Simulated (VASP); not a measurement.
Wanted: the native input for a VASP 6.6.1 run.

```yaml
Task: single point
Functional: PBE
Potentials_or_basis: VASP PAW PBE potentials, release 64 (K_sv, Sc_sv)
Cutoff: 520 eV
k_mesh: 8 × 8 × 8
Occupations: gaussian, width 0.1 eV
Spin: no spin polarisation
Dipole_correction: no
Further_INCAR_settings: ALGO = Fast; EDIFF = 1e-07; NBANDS = 27
```

The structure of K3Sc lies in POSCAR:

```
K3Sc
1.0
    5.9896070115      0.0000000000      0.0000000000
    0.0000000000      5.9896070115      0.0000000000
    0.0000000000      0.0000000000      5.9896070115
K Sc
3 1
Direct
    0.0000000000      0.5000000000      0.5000000000
    0.5000000000      0.0000000000      0.5000000000
    0.5000000000      0.5000000000      0.0000000000
    0.0000000000      0.0000000000      0.0000000000
```

These files were run (other wordings do the same):

INCAR

```
PREC     = Accurate       # precision mode
ENCUT    = 520            # plane-wave cutoff, eV
EDIFF    = 1E-7           # SCF threshold, eV
ISMEAR   = 0              # smearing method
SIGMA    = 0.1            # smearing width, eV
LREAL    = False          # projectors in reciprocal space
LASPH    = True           # aspherical terms in the spheres
NELM     = 60             # most SCF steps
ALGO     = Fast           # electronic algorithm
ISIF     = 2              # what is computed and relaxed
LWAVE    = False          # write WAVECAR
LCHARG   = True           # write CHGCAR
GGA      = PE             # functional
LELF     = True           # ELF
LVHAR    = True         
NBANDS   = 27             # bands
```

KPOINTS

```
Automatic mesh
0
Gamma
  8 8 8
```

Potentials or basis: VASP PAW PBE potentials, release 64 (K_sv, Sc_sv).

Command:

```sh
$ cat potpaw_PBE.64/K_sv/POTCAR potpaw_PBE.64/Sc_sv/POTCAR > POTCAR
$ mpirun -np 1 vasp_std > vasp.out
```

It gave:

| Quantity | Value |
| --- | --- |
| Pressure | 0.0 GPa |
| Band gap on the k mesh | zero (bands 19 and 20 overlap by 0.48 eV) |

Run time: 7.3 min on 1 thread of Intel(R) Xeon(R) 6975P-C (Granite Rapids), with other jobs on the host, peak memory 0.45 GiB.
